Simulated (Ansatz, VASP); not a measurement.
## Two plane-wave programs on Sb

Contents of INCAR:

```
  ALGO = Normal
  EDIFF = 1E-6
  ENCUT = 500
  GGA = PS
  GGA_COMPAT = F
  ISIF = 2
  ISMEAR = 0
  LASPH = T
  LCHARG = F
  LREAL = F
  LWAVE = F
  NBANDS = 8
  NELM = 120
  PREC = Accurate
  SIGMA = 0.1
```

KPOINTS

```
k-points
0
Gamma
  6 6 6
```

Contents of POSCAR:

```
Sb
1.0
   -1.8713408863      1.8713408863      1.8713408863
    1.8713408863     -1.8713408863      1.8713408863
    1.8713408863      1.8713408863     -1.8713408863
Sb
1
Direct
    0.0000000000      0.0000000000      0.0000000000
```

Input for Ansatz:

```yaml
crystal:
  lattice:
    - [-1.8713408863, 1.8713408863, 1.8713408863]
    - [1.8713408863, -1.8713408863, 1.8713408863]
    - [1.8713408863, 1.8713408863, -1.8713408863]
  atoms:
    - { symbol: Sb, position: [0.0, 0.0, 0.0] }
basis:
  ecutwfc: 420
kpoints:
  mp_grid: { grid: [6, 6, 6] }
hamiltonian:
  xc: pbesol
scf:
  occupations: { method: gaussian, width: 0.1 }
output:
  forces: true
  stress: true
  eigenvalues: true
```

Alike in both runs: task single point; functional PBEsol; k mesh 6 × 6 × 6; occupations gaussian, width 0.1 eV; no spin polarisation.

|  | VASP | Ansatz |
| --- | --- | --- |
| version | VASP 6.6.1 | Ansatz 0.2.0 |
| potentials or method | VASP PAW PBE potentials, release 64 (Sb), cutoff 500 eV | scalar-relativistic, plane waves, PAW |
| valence electrons in the cell | 5 | 15 |

```tsv
	VASP	Ansatz	Ansatz less VASP
gap on the k mesh at the Fermi level (eV)	none	none	-
pressure (GPa)	0.6	0.6	0.00
```

VASP's potentials were made for PBE, not for PBEsol. A gap of «none» marks a metal or a gap that the smearing closes. VASP's potentials hold 5 valence electrons a cell and Ansatz's 15, so a difference there can come from the potentials and not from the codes.

The k mesh is coarse, so the values compare programs but aren't converged. Spin-orbit coupling is off throughout.
